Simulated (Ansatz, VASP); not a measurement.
NaMg2Si2 in VASP and in Ansatz

```
CELL_PARAMETERS angstrom
2.45715 -3.86530 0.00000
2.45715 3.86530 0.00000
0.00000 0.00000 4.56835
ATOMIC_POSITIONS crystal
Na 0.50000 0.50000 0.50000
Mg 0.74132 0.25868 0.00000
Mg 0.25868 0.74132 0.00000
Si 0.50000 0.50000 0.00000
Si 0.00000 0.00000 0.00000
```

Alike in both runs: task relaxation of cell and atoms; functional PBE; k mesh 4 × 4 × 4; occupations gaussian, width 0.1 eV; no spin polarisation.

|  | VASP | Ansatz |
| --- | --- | --- |
| version | VASP 6.6.1 | Ansatz 0.2.0 |
| potentials or method | VASP PAW PBE potentials, release 64 (Na_pv, Mg, Si), cutoff 600 eV | scalar-relativistic, plane waves, PAW |
| valence electrons in the cell | 19 | 37 |

Ansatz gave:

| Item | Value |
| --- | --- |
| gap on the k mesh at the Fermi level, each at its own relaxed structure (eV) | none |
| relaxed volume (Å³/atom) | 33.63 |
| relaxed length of the cell vector where the two differ most in proportion (Å) | 5.785 |

Estimate VASP's values.

gap on the k mesh at the Fermi level, each at its own relaxed structure (eV): none; relaxed volume (Å³/atom): 33.69; relaxed length of the cell vector where the two differ most in proportion (Å): 5.803.

A gap of «none» marks a metal or a gap that the smearing closes. VASP's potentials hold 19 valence electrons a cell and Ansatz's 37, so a difference there can come from the potentials and not from the codes.

The k mesh is coarse, so the values compare programs but aren't converged. Noted on VASP's run: the volume moved by over 15 % at a fixed basis, so the end points are rough.
